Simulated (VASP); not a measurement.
Runs of VASP 6.6.1 on Pd. The structure is that of space group Im-3m (No. 229), or close to it. The cells are those of the table. 

```csv
task,cell,k mesh,cutoff (eV),gap on the mesh (eV),pressure (GPa)
single point,"a = 2.782 Å, angles 109.5°, 1 atom",16 × 16 × 16,520,none,(a)
single point,"a = 2.631 Å, angles 109.5°, 1 atom",16 × 16 × 16,520,none,25.5
single point,"a = 2.746 Å, angles 109.5°, 1 atom",16 × 16 × 16,520,none,-0.3
relaxation of cell and atoms,"relaxed from a = 2.674 Å, angles 109.5°, 1 atom",14 × 14 × 14,600,none,0.0
single point,"a = 2.709 Å, angles 109.5°, 1 atom",16 × 16 × 16,520,none,6.2
single point,"a = 2.746 Å, angles 109.5°, 1 atom",14 × 14 × 14,520,none,(b)
```

Alike in all rows: level RPBE; potentials or basis VASP PAW PBE potentials, release 64 (Pd); no spin polarisation; smearing fermi-dirac 0.1 eV.

Fill in the values left out.

(a) -5.2; (b) -0.2.

Caveats: the PAW data sets were made with another functional, which shifts forces and pressure a little.

A k mesh can miss the band edges, and the runs leave out spin-orbit coupling on Pd.

A gap of «none» marks levels without a gap at the run's occupations.
